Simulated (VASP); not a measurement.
WSe: single point with PBE

WSe:

```xyz
2
Lattice="0.0000 2.8389 2.8389 2.8389 0.0000 2.8389 2.8389 2.8389 0.0000" Properties=species:S:1:pos:R:3 pbc="T T T"
W     0.0000    0.0000    0.0000
Se    1.4194    1.4194    1.4194
```

* Program: VASP 6.6.1
* Task: single point
* Functional: PBE
* Potentials or basis: VASP PAW PBE potentials, release 64 (W_sv, Se)
* Cutoff: 520 eV
* k mesh: 12 × 12 × 12
* Occupations: gaussian, width 0.1 eV
* Spin: collinear spin
* Starting moments: [1.0, 0.0] μB
* Dipole correction: no
* Further INCAR settings: ALGO = Normal; EDIFF = 1e-06; NBANDS = 21

```json
{"Pressure": "0.2 GPa", "Net moment": "1.28 μB per cell", "Site moments": "W +1.02; Se -0.01 μB", "Valence electrons inside the program's atomic spheres": "W 12.00; Se 3.99"}
```

Levels at points of the mesh, in eV from the Fermi level:
Spin up:
```
           k point  band 7  band 8  band 9  band 10  band 11  band 12  band 13  band 14  band 15  band 16
(0.00, 0.00, 0.00)   -5.33   -5.33   -0.98    -0.98     0.26     4.43     4.43     4.43     6.92     6.92
(0.50, 0.00, 0.00)   -4.97   -4.97   -0.58    -0.58    -0.43     2.11     2.11     2.91     8.06     8.85
(0.50, 0.50, 0.00)   -4.27   -4.27   -1.86    -0.90    -0.10     0.63     0.63     6.15     6.97     9.41
```
Spin down:
```
           k point  band 5  band 6  band 7  band 8  band 9  band 10  band 11  band 12  band 13  band 14
(0.00, 0.00, 0.00)  -15.24   -5.10   -5.10   -5.10    0.05     0.05     0.56     4.72     4.72     4.72
(0.50, 0.00, 0.00)  -14.50   -6.17   -4.71   -4.71    0.06     0.40     0.40     2.48     2.48     3.25
(0.50, 0.50, 0.00)  -14.25   -6.58   -4.11   -4.11   -1.49    -0.02     1.06     1.12     1.12     6.53
```

Run time: 62 s on 1 thread of Intel(R) Xeon(R) 6975P-C (Granite Rapids), on a shared host, peak memory 0.26 GiB.

Caveat: spin-orbit coupling is left out, which moves the levels of the heavy elements.
